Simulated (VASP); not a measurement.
**Ga16N16O (a cell with a defect): single point with PBE**

Ga16N16O (a cell with a defect):

```
Ga N O
1.0
     6.43724    0.00000    0.00000
    -3.21862    5.57482    0.00000
     0.00000    0.00000   10.48707
Ga N O
16 16 1
Cartesian
  1.5733 0.8999 2.5646
  -0.0097 1.8552 5.2545
  1.6486 0.9328 7.8247
  0.0000 1.7616 10.5224
  0.0027 3.7159 2.7816
  -1.6263 4.6550 5.2539
  0.0167 3.7076 7.9368
  -1.6956 4.6966 10.5013
  4.8700 0.9054 2.5782
  3.2056 1.8670 5.1760
  4.8238 0.9331 7.8312
  3.2186 1.8590 10.4234
  3.2272 3.7628 2.5634
  1.6072 4.6579 5.2544
  3.2344 3.6819 7.8243
  1.6952 4.6946 10.5232
  1.5951 0.9269 4.5969
  0.0045 1.9689 2.1368
  1.6913 0.9763 9.7150
  0.0149 1.8547 7.2165
  -0.0071 3.7223 4.7378
  -1.5069 4.5891 2.1098
  0.0057 3.7158 9.8930
  -1.5951 4.6364 7.2115
  4.8245 0.9339 4.6078
  3.2201 1.8581 1.9623
  4.7546 0.9708 9.7300
  3.2326 1.8513 7.1148
  3.2109 3.7316 4.5951
  1.5172 4.5869 2.1338
  3.2221 3.6243 9.7152
  1.6190 4.6386 7.2155
  0.0050 -0.0006 0.7819
```

```yaml
Program: VASP 6.6.1
Task: single point
Functional: PBE
Potentials_or_basis: VASP PAW PBE potentials, release 64 (Ga_d, N, O)
Cutoff: 520 eV
k_mesh: 1 × 1 × 1, shifted
Occupations: fermi-dirac, width 0.01 eV
Spin: no spin polarisation
```

```
Largest force : 0.217 eV/Å
```

Forces on the atoms (eV/Å):
```
Ga  -0.027  0.039  0.016
Ga   0.075 -0.015  0.010
Ga  -0.054  0.036 -0.008
Ga   0.031  0.010 -0.034
Ga  -0.051  0.041 -0.012
Ga   0.052 -0.028 -0.016
Ga  -0.040  0.029  0.002
Ga   0.076 -0.025  0.051
Ga  -0.009  0.003 -0.054
Ga   0.047 -0.031  0.008
Ga  -0.057  0.036  0.064
Ga   0.061 -0.030 -0.019
Ga  -0.036  0.016  0.016
Ga   0.048 -0.032  0.008
Ga  -0.069  0.034  0.002
Ga   0.005 -0.025 -0.043
N    0.000  0.029  0.031
N   -0.040 -0.033 -0.072
N   -0.023 -0.012  0.054
N   -0.026 -0.007 -0.043
N   -0.010 -0.009 -0.009
N    0.112 -0.092  0.161
N   -0.013 -0.010 -0.007
N    0.013  0.013  0.046
N    0.009 -0.029 -0.072
N    0.032 -0.018  0.017
N   -0.087  0.066 -0.162
N    0.003 -0.005 -0.015
N    0.012 -0.020  0.045
N   -0.004  0.055 -0.042
N   -0.020  0.011  0.054
N    0.010 -0.005 -0.029
O   -0.017  0.007  0.052
```

Levels at points of the mesh, in eV from the Fermi level:
```
           k point  band 144  band 145  band 146  band 147  band 148  band 149  band 150  band 151  band 152  band 153
(0.25, 0.25, 0.25)     -1.85     -1.71     -0.81     -0.65     -0.28      2.74      3.46      3.56      3.77      3.79
```

It took 25 min on 1 thread of Intel(R) Xeon(R) Platinum 8488C (Sapphire Rapids) (shared host), peak memory 0.58 GiB.

Caveat: the k points lie up to 0.56 Å⁻¹ apart; the cell carries a net charge on a neutralising background, which shifts energy and pressure; the cell is charged against a uniform background, so pressure and absolute levels hang on convention.
